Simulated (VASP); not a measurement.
Write the native input for VASP 6.6.1 that does the following.

```
Task                   : relaxation of cell and atoms
Functional             : BLYP
Dispersion             : D4
Potentials or basis    : VASP PAW PBE potentials, release 64 (Ga_d, N)
Cutoff                 : 600 eV
k mesh                 : 10 × 10 × 10
Occupations            : fermi-dirac, width 0.05 eV
Spin                   : no spin polarisation
Dipole correction      : no
Further INCAR settings : ALGO = Normal; EDIFF = 1e-06; IBRION = 2; EDIFFG = -0.01; NSW = 60; ISIF = 3
```

The structure of GaN lies in POSCAR:

```
GaN
1.0
    0.0000000000      2.2535006075      2.2535006075
    2.2535006075      0.0000000000      2.2535006075
    2.2535006075      2.2535006075      0.0000000000
Ga N
1 1
Direct
    0.0000000000      0.0000000000      0.0000000000
    0.2500000000      0.2500000000      0.2500000000
```

One way to write it, as run:

INCAR

```
AGGAC = 1.0
AGGAX = 1.0
ALDAC = 0.0
ALDAX = 1.0
ALGO = Normal
EDIFF = 1E-6
EDIFFG = -0.01
ENCUT = 600
GGA = B5
IBRION = 2
ISIF = 3
ISMEAR = -1
IVDW = 13
LASPH = True
LCHARG = False
LREAL = False
LWAVE = False
NELM = 80
NSW = 60
PREC = Accurate
SIGMA = 0.05
VDW_A1 = 0.44488865
VDW_A2 = 4.0933009
VDW_S6 = 1.0
VDW_S8 = 2.34076671
```

KPOINTS

```
k-points
0
Gamma
  10 10 10
```

Potentials or basis: VASP PAW PBE potentials, release 64 (Ga_d, N).

The run is started by

```sh
$ cat potpaw_PBE.64/Ga_d/POTCAR potpaw_PBE.64/N/POTCAR > POTCAR
$ mpirun -np 1 vasp_std > vasp.out
```

Results of the run:

```
Relaxed volume                         : 11.47 Å³/atom
Relaxed cell                           : a = 3.189 Å, b = 3.189 Å, c = 3.189 Å, α = 60.00°, β = 60.00°, γ = 60.00°
Space group after relaxing (to 0.05 Å) : F-43m (No. 216)
Energy gained by relaxing              : 0.0 meV/atom
Ionic steps                            : 3
Pressure after relaxing                : 0.0 GPa
Band gap on the k mesh                 : 1.80 eV, direct
Dispersion energy per atom             : -0.763 eV
```

Caveat: the PAW data sets were made with another functional, which shifts forces and pressure a little.

Run time: 91 s on 1 thread of Intel Xeon 8259CL, with other jobs on the host, peak memory 0.17 GiB.
